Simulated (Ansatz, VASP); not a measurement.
# CrO2: VASP beside Ansatz

```
CELL_PARAMETERS angstrom
4.42100 0.02210 0.00000
0.02210 4.42100 0.00000
0.00000 0.00000 2.91700
ATOMIC_POSITIONS crystal
Cr 0.50000 0.50000 0.50000
Cr 0.00000 0.00000 0.00000
O 0.80100 0.19900 0.50000
O 0.69900 0.69900 0.00000
O 0.19900 0.80100 0.50000
O 0.30100 0.30100 0.00000
```

Alike in both runs: functional PBEsol; k mesh 5 × 5 × 8; occupations fermi-dirac, width 0.05 eV; collinear spin.

|  | VASP | Ansatz |
| --- | --- | --- |
| version | VASP 6.6.1 | Ansatz 0.2.0 |
| potentials or method | VASP PAW PBE potentials, release 64 (Cr_pv, O) | Ansatz PAW |
| plane-wave cutoff (eV) | 520 | 420 |
| valence electrons in the cell | 48 | 52 |
| task | single point | band structure |

Ansatz gave:

| Item | Value |
| --- | --- |
| gap on the k mesh at the Fermi level (eV) | none |
| pressure (GPa) | -6.3 |
| traceless stress, the component that is largest in VASP (GPa) | -2.24 |
| rms of the force components (eV/Å) | 0.162 |
| net moment per atom (μB) | 0.67 |
| size of the moment on the site where the two differ most (μB) | 1.70 |

Problem. Estimate VASP's values.

Solution. gap on the k mesh at the Fermi level (eV): none; pressure (GPa): -5.9; traceless stress, the component that is largest in VASP (GPa): -2.25; rms of the force components (eV/Å): 0.155; net moment per atom (μB): 0.67; size of the moment on the site where the two differ most (μB): 2.07.

VASP's potentials were made for PBE, not for PBEsol. Site moments also hang on the region over which each program counts them. Atom by atom the forces differ by 0.007 eV/Å (rms over components). A gap of «none» marks a metal or a gap that the smearing closes. VASP's potentials hold 48 valence electrons a cell and Ansatz's 52, so a difference there can come from the potentials and not from the codes.
